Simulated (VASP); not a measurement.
A run of VASP 6.6.1 is set up as follows.

INCAR

```
PREC = Accurate
ENCUT = 520
EDIFF = 1E-6
ISMEAR = -1
SIGMA = 0.05
LREAL = False
LASPH = True
NELM = 80
ALGO = Normal
ISIF = 2
LWAVE = False
LCHARG = False
NBANDS = 21
```

The input KPOINTS:

```
Automatic mesh
0
Gamma
  10 10 10
```

File POSCAR:

```
Ge
1.0
    0.0000000000      2.8659949267      2.8659949267
    2.8659949267      0.0000000000      2.8659949267
    2.8659949267      2.8659949267      0.0000000000
Ge
2
Direct
    0.5000000000      0.5000000000      0.5000000000
    0.7500000000      0.7500000000      0.7500000000
```

Potentials or basis: VASP PAW LDA potentials, release 64 (Ge_d).

Launch:

```bash
$ cat potpaw_LDA.64/Ge_d/POTCAR > POTCAR
$ mpirun -np 1 vasp_std > vasp.out
```

Estimate the band gap on the k mesh.

zero (band 14 reaches 4.35 eV, above the bottom of band 15 at 4.30 eV).

What does it give for the pressure?

-3.5 GPa.
